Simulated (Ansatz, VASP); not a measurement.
## One calculation of Bi2Se3, two programs

```
Bi Se
1.0
     2.08522    1.20390    9.60855
    -2.08522    1.20390    9.60855
     0.00000   -2.40780    9.60855
Bi Se
2 3
Cartesian
  0.0000 0.0000 17.2723
  0.0000 0.0000 11.5533
  0.0000 0.0000 22.7233
  0.0000 0.0000 6.1024
  0.0000 0.0000 0.0000
```

Alike in both runs: task single point; functional PBE; dispersion D3(BJ); k mesh 8 × 8 × 8; occupations fermi-dirac, width 0.05 eV; no spin polarisation.

|  | VASP | Ansatz |
| --- | --- | --- |
| version | VASP 6.6.1 | Ansatz 0.2.0 |
| potentials or method | VASP PAW PBE potentials, release 64 (Bi_d, Se) | Ansatz PAW |
| plane-wave cutoff (eV) | 520 | 420 |
| valence electrons in the cell | 48 | 78 |

|  | VASP | Ansatz | Ansatz less VASP |
| --- | --- | --- | --- |
| gap on the k mesh at the Fermi level (eV) | 0.23 | 0.23 | +0.002 |
| least direct gap on the mesh (eV) | 0.23 | 0.23 | +0.002 |
| pressure (GPa) | -1.0 | -1.0 | -0.02 |
| rms of the force components (eV/Å) | 0.044 | 0.040 | -0.0040 |

Atom by atom the forces differ by 0.005 eV/Å (rms over components). VASP's potentials hold 48 valence electrons a cell and Ansatz's 78, so a difference there can come from the potentials and not from the codes.

Neither program's run includes spin-orbit coupling.
